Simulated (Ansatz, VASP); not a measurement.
**SiSe4 in VASP and in Ansatz**

```
CELL_PARAMETERS angstrom
4.60218 0.00000 0.00000
0.00000 4.60218 0.00000
0.00000 0.00000 7.20282
ATOMIC_POSITIONS crystal
Si 0.00000 0.00000 0.00000
Se 0.50000 0.50000 0.32101
Se 0.50000 0.50000 0.67899
Se 0.00000 0.00000 0.30009
Se 0.00000 0.00000 0.69991
```

Alike in both runs: task relaxation of cell and atoms; functional PBE; k mesh 4 × 4 × 4; occupations gaussian, width 0.1 eV; no spin polarisation.

|  | VASP | Ansatz |
| --- | --- | --- |
| version | VASP 6.6.1 | Ansatz 0.2.0 |
| potentials or method | VASP PAW PBE potentials, release 64 (Si, Se), cutoff 600 eV | scalar-relativistic, plane waves, PAW |
| valence electrons in the cell | 28 | 68 |

|  | VASP | Ansatz | Ansatz less VASP |
| --- | --- | --- | --- |
| gap on the k mesh at the Fermi level, each at its own relaxed structure (eV) | none | none | - |
| relaxed volume (Å³/atom) | 35.25 | 34.56 | -0.692 |
| relaxed length of the cell vector where the two differ most in proportion (Å) | 10.476 | 10.364 | -0.1117 |

A gap of «none» marks a metal or a gap that the smearing closes. VASP's potentials hold 28 valence electrons a cell and Ansatz's 68, so a difference there can come from the potentials and not from the codes.

Noted on VASP's run: the volume moved by over 15 % at a fixed basis, so the end points are rough.
